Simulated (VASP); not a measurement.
# GaN (F-43m) in VASP: further runs

The runs below take GaN through single point, relaxation of cell and atoms, with PBEsol.

Program: VASP 6.6.1. These are calculated values, not measurements. Logs are shortened: lines on timing, memory, paths and dates and some standing lists are left out, and cuts for length are marked.

## 1. The cell of the first run

Symmetry: F-43m, No. 216, cubic system. Conventional cell: a = 4.528 Å, b = 4.528 Å, c = 4.528 Å, α = 90.00°, β = 90.00°, γ = 90.00°. Within 2.6 Å of Ga (site symmetry -43m) lie 4 N at 1.96 Å. N (site symmetry -43m) has 4 Ga at 1.96 Å within 2.6 Å.

## 2. Single point, PBEsol (volume scaled by 1.02)

Input file INCAR:

```
PREC = Accurate ; ENCUT = 520
EDIFF = 1E-6 ; ISMEAR = 0
SIGMA = 0.01 ; LREAL = False
LASPH = True ; NELM = 100
ALGO = Normal ; ISIF = 2
LWAVE = False ; LCHARG = False
GGA = PS ; NBANDS = 16
```

Input file KPOINTS:

```
regular mesh
0
Gamma
  10 10 10
```

Input file POSCAR:

```
GaN
1.0
    0.0000000000      2.2639639564      2.2639639564
    2.2639639564      0.0000000000      2.2639639564
    2.2639639564      2.2639639564      0.0000000000
Ga N
1 1
Direct
    0.0000000000      0.0000000000      0.0000000000
    0.7500000000      0.7500000000      0.7500000000
```

Potentials or basis: VASP PAW PBE potentials, release 64 (Ga_d, N).

Run with:

```sh
$ cat potpaw_PBE.64/Ga_d/POTCAR potpaw_PBE.64/N/POTCAR > POTCAR
$ mpirun -np 1 vasp_std > vasp.out
```

OUTCAR:

```text
PREC = Accurate
   ENCUT = 520
   EDIFF = 1E-6
   ISMEAR = 0
   LREAL = False
   LASPH = True
   NELM = 100
   ISIF = 2
   GGA = PS

 ion  position               nearest neighbor table
   1  0.000  0.000  0.000-   2 1.96   2 1.96   2 1.96   2 1.96
   2  0.750  0.750  0.750-   1 1.96   1 1.96   1 1.96   1 1.96

  LATTYP: Found a face centered cubic cell.
 ALAT       =     4.5279279128

  Lattice vectors:

 A1 = (   0.0000000000,   2.2639639564,   2.2639639564)
 A2 = (   2.2639639564,   0.0000000000,   2.2639639564)
 A3 = (   2.2639639564,   2.2639639564,   0.0000000000)

Analysis of symmetry for initial positions (statically):
=====================================================================
 Subroutine PRICEL returns:
 Original cell was already a primitive cell.

 Routine SETGRP: Setting up the symmetry group for a
 face centered cubic supercell.

 Subroutine GETGRP returns: Found 24 space group operations
 (whereof 24 operations were pure point group operations)
 out of a pool of 48 trial point group operations.

The static configuration has the point symmetry T_d .

Analysis of symmetry for dynamics (positions and initial velocities):
=====================================================================
 Subroutine PRICEL returns:
 Original cell was already a primitive cell.

 Routine SETGRP: Setting up the symmetry group for a
 face centered cubic supercell.

 Subroutine GETGRP returns: Found 24 space group operations
 (whereof 24 operations were pure point group operations)
 out of a pool of 48 trial point group operations.

The dynamic configuration has the point symmetry T_d .

 Subroutine INISYM returns: Found 24 space group operations
 (whereof 24 operations are pure point group operations),
 and found     1 'primitive' translations

----------------------------------------------------------------------------------------

                                     Primitive cell

  volume of cell :      23.2080

  direct lattice vectors                    reciprocal lattice vectors
     0.000000000  2.263963956  2.263963956    -0.220851573  0.220851573  0.220851573
     2.263963956  0.000000000  2.263963956     0.220851573 -0.220851573  0.220851573
     2.263963956  2.263963956  0.000000000     0.220851573  0.220851573 -0.220851573

  length of vectors
     3.201728532  3.201728532  3.201728532     0.382526145  0.382526145  0.382526145

  position of ions in fractional coordinates (direct lattice)
     0.000000000  0.000000000  0.000000000
     0.750000000  0.750000000  0.750000000

  ion indices of the primitive-cell ions
   primitive index   ion index
                 1           1
                 2           2

----------------------------------------------------------------------------------------

 KPOINTS: regular mesh

Automatic generation of k-mesh.
 Grid dimensions read from file:
 generate k-points for:   10   10   10

 Generating k-lattice:

  Cartesian coordinates                     Fractional coordinates (reciprocal lattice)
    -0.022085157  0.022085157  0.022085157     0.100000000  0.000000000  0.000000000
     0.022085157 -0.022085157  0.022085157     0.000000000  0.100000000  0.000000000
     0.022085157  0.022085157 -0.022085157     0.000000000  0.000000000  0.100000000

  Length of vectors
     0.038252614  0.038252614  0.038252614

  Shift w.r.t. Gamma in fractional coordinates (k-lattice)
     0.000000000  0.000000000  0.000000000

 Subroutine IBZKPT returns following result:
 ===========================================

 Found     47 irreducible k-points:

 Following reciprocal coordinates:
            Coordinates               Weight
  0.000000  0.000000  0.000000      1.000000
  0.100000  0.000000  0.000000      8.000000
  0.200000  0.000000  0.000000      8.000000
  0.300000  0.000000  0.000000      8.000000
  0.400000  0.000000  0.000000      8.000000
  0.500000  0.000000  0.000000      4.000000
[... 16 lines left out ...]
  0.300000  0.300000  0.000000      6.000000
  0.400000  0.300000  0.000000     24.000000
 [... further k-points ...]
   k-points           NKPTS =     47   k-points in BZ     NKDIM =     47   number of bands    NBANDS=     16
   number of dos      NEDOS =    301   number of ions     NIONS =      2
   total plane-waves  NPLWV =  13824
   dimension x,y,z NGX =    24 NGY =   24 NGZ =   24
   dimension x,y,z NGXF=    48 NGYF=   48 NGZF=   48
   ions per type =               1   1
   NGX,Y,Z   is equivalent  to a cutoff of  12.46, 12.46, 12.46 a.u.
   NGXF,Y,Z  is equivalent  to a cutoff of  24.92, 24.92, 24.92 a.u.
 SYSTEM =  unknown system
   PREC   = accura    normal or accurate (medium, high low for compatibility)
   ISTART =      0    job   : 0-new  1-cont  2-samecut
   ICHARG =      2    charge: 1-file 2-atom 10-const
   ISPIN  =      1    spin polarized calculation?
   LNONCOLLINEAR =      F non collinear calculations
   LSORBIT =      F    spin-orbit coupling
   LASPH  =      T    aspherical Exc in radial PAW
   ENCUT  =  520.0 eV  38.22 Ry    6.18 a.u.   5.95  5.95  5.95*2*pi/ulx,y,z
   NELM   =    100;   NELMIN=  2; NELMDL= -5     # of ELM steps
   EDIFF  = 0.1E-05   stopping-criterion for ELM
   LREAL  =      F    real-space projection
   EDIFFG = 0.1E-04   stopping-criterion for IOM
   NSW    =      0    number of steps for IOM
   IBRION =     -1    ionic relax: 0-MD 1-quasi-New 2-CG
   NFREE  =      0    steps in history (QN), initial steepest desc. (CG)
   ISIF   =      2    stress and relaxation
   ISYM   =      2    0-nonsym 1-usesym 2-fastsym
   POTIM  = 0.5000    time-step for ionic-motion
   TEBEG  =    0.0;   TEEND  =   0.0 temperature during run
   PSTRESS=    0.0 pullay stress
   NELECT =      18.0000    total number of electrons
   NUPDOWN=      -1.0000    fix difference up-down
   EMIN   =  10.00;   EMAX   =-10.00  energy-range for DOS
   EFERMI =   0.00;   METHOD = LEGACY
   ISMEAR =     0;   SIGMA  =   0.01  broadening in eV -4-tet -1-fermi 0-gaus
   EFERMI_NEDOS =   21; number of points for ismear=-14 and -15
   IALGO  =     38    algorithm
   IMIX   =      4    mixing-type and parameters
     AMIX     =   0.40;   BMIX     =  1.00
     AMIX_MAG =   1.60;   BMIX_MAG =  1.00
  volume/ion in A,a.u.               =      11.60        78.31
  Fermi-wavevector in a.u.,A,eV,Ry     =   1.504133  2.842399 30.782028  2.262415
  Thomas-Fermi vector in A             =   2.615152
   LORBIT       =      0    0 simple, 1 ext, 2 COOP (PROOUT), +10 PAW based schemes
   GGA     = PS    functional components
   LHFCALC =     F    Hartree Fock is set to
   AEXX    =    0.0000 exact exchange contribution
   IVDW    =     0    specifies the selected vdW correction
   LEPSILON=     F    determine dielectric tensor
   LRPA    =     F    only Hartree local field effects (RPA)
 non-spin polarized calculation
 Gauss-broadening in eV      SIGMA  =   0.01
  energy-cutoff  :      520.00
  volume of cell :       23.21
 maximum number of plane-waves:       636
   NGX = 11   NGY = 11   NGZ = 11

 number of electron      17.9999993 magnetization

 Free energy of the ion-electron system (eV)
  ---------------------------------------------------
  ext. energy  EPLUGINS =         0.00000000
  ---------------------------------------------------
  free energy    TOTEN  =       -13.11701565 eV

  energy without entropy =      -13.11701565  energy(sigma->0) =      -13.11701565

 E-fermi :   5.0636     XC(G=0): -11.8276

 val. band max:        4.9987479322   @ k =   0.0000   0.0000   0.0000
 cond. band min:       6.5930132586   @ k =   0.0000   0.0000   0.0000
 fundamental gap:      1.5942653263
 Fermi energy:         5.0635823600

 k-point     1 :       0.0000    0.0000    0.0000
  band No.  band energies     occupation
      1     -10.8140      2.00000
      2      -8.3921      2.00000
      3      -8.3921      2.00000
      4      -8.3921      2.00000
      5      -8.0810      2.00000
      6      -8.0810      2.00000
[... 8 lines left out ...]
     15      23.5859      0.00000
     16      23.5859      0.00000

 k-point     2 :       0.1000    0.0000    0.0000
  band No.  band energies     occupation
      1     -10.7045      2.00000
      2      -8.3788      2.00000
      3      -8.3788      2.00000
      4      -8.3536      2.00000
      5      -8.0823      2.00000
      6      -8.0823      2.00000
[... 8 lines left out ...]
     15      22.3216      0.00000
     16      22.3216      0.00000

 k-point     3 :       0.2000    0.0000    0.0000
  band No.  band energies     occupation
      1     -10.4292      2.00000
      2      -8.3481      2.00000
      3      -8.3481      2.00000
      4      -8.1915      2.00000
      5      -8.0811      2.00000
      6      -8.0811      2.00000
[... 8 lines left out ...]
     15      21.5615      0.00000
     16      21.5615      0.00000

 k-point     4 :       0.3000    0.0000    0.0000
  band No.  band energies     occupation
      1     -10.1387      2.00000
      2      -8.3208      2.00000
      3      -8.3208      2.00000
      4      -8.0680      2.00000
      5      -8.0680      2.00000
      6      -7.7954      2.00000
[... 8 lines left out ...]
     15      22.0299      0.00000
     16      22.0299      0.00000
[... 324 lines left out ...]
 k-point    22 :      -0.2000    0.2000    0.0000
  band No.  band energies     occupation
      1     -10.0501      2.00000
      2      -8.3052      2.00000
      3      -8.2907      2.00000
      4      -8.1028      2.00000
      5      -8.0924      2.00000
      6      -7.6213      2.00000
[... 8 lines left out ...]
     15      22.0823      0.00000
     16      25.2284      0.00000

 k-point    23 :       0.3000    0.3000    0.0000
  band No.  band energies     occupation
      1      -9.9661      2.00000
      2      -8.2475      2.00000
      3      -8.2074      2.00000
      4      -8.2074      2.00000
      5      -8.0320      2.00000
      6      -7.6043      2.00000
[... 8 lines left out ...]
     15      26.8199      0.00000
     16      27.1045      0.00000

 k-point    24 :       0.4000    0.3000    0.0000
  band No.  band energies     occupation
      1      -9.8539      2.00000
      2      -8.2659      2.00000
      3      -8.1742      2.00000
      4      -8.1736      2.00000
      5      -8.0221      2.00000
      6      -7.1483      2.00000
[... 8 lines left out ...]
     15      26.9635      0.00000
     16      27.1804      0.00000

 [... further k-points ...]

------------------------ aborting loop because EDIFF is reached ----------------------------------------

  FORCE on cell =-STRESS in cart. coord.  units (eV):
  Direction    XX          YY          ZZ          XY          YZ          ZX
  --------------------------------------------------------------------------------------
  -------------------------------------------------------------------------------------
  Total       -0.5446248     -0.5446248     -0.5446248      0.0000000     -0.0000000      0.0000000
  in kB      -37.5984084    -37.5984084    -37.5984084      0.0000000     -0.0000000      0.0000000
  external PRESSURE =     -37.5984084 kB  Pullay stress =       0.0000000 kB

 VOLUME and BASIS-vectors are now :
 -----------------------------------------------------------------------------
  energy-cutoff  :      520.00
  volume of cell :       23.21
      direct lattice vectors                 reciprocal lattice vectors
     0.000000000  2.263963956  2.263963956    -0.220851573  0.220851573  0.220851573
     2.263963956  0.000000000  2.263963956     0.220851573 -0.220851573  0.220851573
     2.263963956  2.263963956  0.000000000     0.220851573  0.220851573 -0.220851573

 POSITION                                       TOTAL-FORCE (eV/Angst)
 -----------------------------------------------------------------------------------
      0.00000      0.00000      0.00000        -0.000000     -0.000000     -0.000000
      3.39595      3.39595      3.39595         0.000000      0.000000      0.000000
 -----------------------------------------------------------------------------------
    total drift:                               -0.000001     -0.000001     -0.000001

  FREE ENERGIE OF THE ION-ELECTRON SYSTEM (eV)
  ---------------------------------------------------
  free  energy   TOTEN  =       -13.1170156462 eV

  energy  without entropy=      -13.1170156462  energy(sigma->0) =      -13.11701565
```

Run time: 5.9 s. Hardware: 1 thread of Intel Xeon 6975P-C (Granite Rapids), shared host; peak memory 0.14 GiB.

What came out:

```yaml
Free_energy: -13.1170 eV
Pressure: -3.8 GPa
Band_gap_on_the_k_mesh: 1.59 eV, direct
```

Caveat: the cell differs from its parent crystal (volume scaled by 1.02); the PAW data sets were made with another functional, which shifts forces and pressure a little.

## 3. Relaxation of cell and atoms, PBEsol, target pressure 5 GPa, at which the enthalpy is minimised

This run uses another cell than the first one, of 11.38 Å³/atom, 0.980 times its volume.

Input file INCAR:

```
  ALGO = Normal
  EDIFF = 1E-6
  EDIFFG = -0.001
  ENCUT = 600
  GGA = PS
  IBRION = 2
  ISIF = 3
  ISMEAR = 0
  LASPH = T
  LCHARG = F
  LREAL = F
  LWAVE = F
  NELM = 100
  NSW = 80
  PREC = Accurate
  PSTRESS = 50.0
  SIGMA = 0.01
```

Input file KPOINTS:

```
k-points
0
Gamma
  10 10 10
```

Input file POSCAR:

```
GaN
1.0
    0.0000000000      2.2490690254      2.2490690254
    2.2490690254      0.0000000000      2.2490690254
    2.2490690254      2.2490690254      0.0000000000
Ga N
1 1
Direct
    0.0000000000      0.0000000000      0.0000000000
    0.7500000000      0.7500000000      0.7500000000
```

Potentials or basis: VASP PAW PBE potentials, release 64 (Ga_d, N).

Run with:

```sh
$ cat potpaw_PBE.64/Ga_d/POTCAR potpaw_PBE.64/N/POTCAR > POTCAR
$ mpirun -np 1 vasp_std > vasp.out
```

Run time: 29 s. Hardware: 1 thread of Intel Xeon 6975P-C (Granite Rapids), shared host; peak memory 0.18 GiB.

The run converged. Its results:

| Quantity | Value |
| --- | --- |
| Free energy | -13.1157 eV |
| Relaxed volume | 11.07 Å³/atom |
| Relaxed cell | a = 3.152 Å, b = 3.152 Å, c = 3.152 Å, α = 60.00°, β = 60.00°, γ = 60.00° |
| Space group after relaxing (to 0.05 Å) | F-43m (No. 216) |
| Energy change on relaxing (the enthalpy is what falls) | +4.3 meV/atom |
| Ionic steps | 6 |
| Pressure after relaxing | 5.0 GPa |
| Band gap on the k mesh | 1.89 eV, direct |

Step by step:
```tsv
step	energy change (eV)	largest force (eV/Å)	pressure (GPa)	volume (Å³)
1	0.0000	0.0000	-0.41	22.75
2	0.0407	0.0000	11.18	21.51
3	0.0082	0.0000	4.87	22.15
4	0.0086	0.0000	5.05	22.14
5	0.0083	0.0000	4.93	22.15
6	0.0085	0.0000	5.01	22.14
```

Final structure:
```
CELL_PARAMETERS angstrom
0.00000 2.22880 2.22880
2.22880 0.00000 2.22880
2.22880 2.22880 0.00000
ATOMIC_POSITIONS crystal
Ga 0.00000 0.00000 0.00000
N 0.75000 0.75000 0.75000
```

Levels at points of the mesh, in eV from the valence-band top:
```
           k point  band 7  band 8  band 9  band 10  band 11  band 12
(0.00, 0.00, 0.00)    0.00    0.00    0.00     1.89    10.41    10.41
(0.50, 0.00, 0.00)   -7.34   -1.02   -1.02     4.79     8.80    10.43
(0.50, 0.50, 0.00)   -6.32   -2.85   -2.85     3.23     6.75    11.82
```

Caveat: the cell is relaxed towards a set pressure, so the enthalpy falls and the energy may rise; the PAW data sets were made with another functional, which shifts forces and pressure a little.

## 4. Single point, PBEsol

This run uses another cell than the first one, of 10.42 Å³/atom, 0.898 times its volume.

Input file INCAR:

```
  ALGO = Normal
  EDIFF = 1E-6
  ENCUT = 520
  GGA = PS
  ISIF = 2
  ISMEAR = 0
  LASPH = T
  LCHARG = F
  LREAL = F
  LWAVE = F
  NBANDS = 16
  NELM = 80
  PREC = Accurate
  SIGMA = 0.01
```

KPOINTS is that of step 3.

Input file POSCAR:

```
GaN
1.0
    0.0000000000      2.1842779549      2.1842779549
    2.1842779549      0.0000000000      2.1842779549
    2.1842779549      2.1842779549      0.0000000000
Ga N
1 1
Direct
    0.0000000000      0.0000000000      0.0000000000
    0.7500000000      0.7500000000      0.7500000000
```

Run with:

```sh
$ cat potpaw_PBE.64/Ga_d/POTCAR potpaw_PBE.64/N/POTCAR > POTCAR
$ mpirun -np 1 vasp_std > vasp.out
```

Wall time 8.7 s (1 thread of Intel Xeon Platinum 8488C (Sapphire Rapids), shared host); peak memory 0.14 GiB.

It converged, with:

* Free energy: -13.0143 eV
* Pressure: 19.7 GPa
* Band gap on the k mesh: 2.28 eV, direct

Levels at points of the mesh, in eV from the valence-band top:
```
           k point  band 6  band 7  band 8  band 9  band 10  band 11  band 12  band 13
(0.00, 0.00, 0.00)  -13.10    0.00    0.00    0.00     2.28    10.79    10.79    10.79
(0.50, 0.00, 0.00)  -11.84   -7.77   -1.10   -1.10     5.20     9.09    10.74    10.74
(0.50, 0.50, 0.00)  -11.43   -6.58   -3.09   -3.09     3.24     7.08    12.29    14.88
```

Caveat: the PAW data sets were made with another functional, which shifts forces and pressure a little.

## 5. Overview

| task | cell | cutoff (eV) | gap on the mesh (eV) | pressure (GPa) |
| --- | --- | --- | --- | --- |
| single point | a = 3.202 Å, angles 60.0°, 2 atoms | 520 | 1.59 | -3.8 |
| relaxation of cell and atoms | relaxed to 5 GPa from a = 3.181 Å, angles 60.0°, 2 atoms | 600 | 1.89 | 5.0 |
| single point | a = 3.089 Å, angles 60.0°, 2 atoms | 520 | 2.28 | 19.7 |

Alike in all rows: level PBEsol; potentials or basis VASP PAW PBE potentials, release 64 (Ga_d, N); no spin polarisation; k mesh 10 × 10 × 10; smearing gaussian 0.01 eV.

Caveats: the PAW data sets were made with another functional, which shifts forces and pressure a little; the cell is relaxed towards a set pressure, so the enthalpy falls and the energy may rise (some runs).

Total energies depend on the potentials used, so only differences within one code and one set of settings carry meaning.
